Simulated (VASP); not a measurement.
A run of VASP 6.6.1 is set up as follows.

File INCAR:

```
PREC = Accurate
ENCUT = 600
EDIFF = 1E-8
ISMEAR = 0
SIGMA = 0.01
LREAL = False
LASPH = True
NELM = 100
ALGO = Normal
ISIF = 3
LWAVE = False
LCHARG = True
GGA = CA
NBANDS = 11
IBRION = 6
NFREE = 2
POTIM = 0.015
NSW = 1
```

Contents of KPOINTS:

```
regular mesh
0
Gamma
  12 12 12
```

The input POSCAR:

```
BN
1.0
    0.0000000000      1.7830345723      1.7830345723
    1.7830345723      0.0000000000      1.7830345723
    1.7830345723      1.7830345723      0.0000000000
B N
1 1
Direct
    0.0000000000      0.0000000000      0.0000000000
    0.7500000000      0.7500000000      0.7500000000
```

Potentials or basis: VASP PAW LDA potentials, release 64 (B, N).

Launch:

```console
$ cat potpaw_LDA.64/B/POTCAR potpaw_LDA.64/N/POTCAR > POTCAR
$ mpirun -np 1 vasp_std > vasp.out
```

Predict the elastic constants C11, C12, C44.

842, 204, 490 GPa.

What does it give for the Voigt bulk modulus?

417 GPa.

What does it give for the highest phonon frequency at Γ, LO-TO splitting left out?

1086 cm⁻¹.

Elastic tensor in Voigt notation (GPa, in the Cartesian axes of the cell as first typed):
```
842 204 204   0   0   0
204 842 204   0   0   0
204 204 842   0   0   0
  0   0   0 490   0   0
  0   0   0   0 490   0
  0   0   0   0   0 490
```

Caveat: the cell is under stress, which shifts elastic constants.
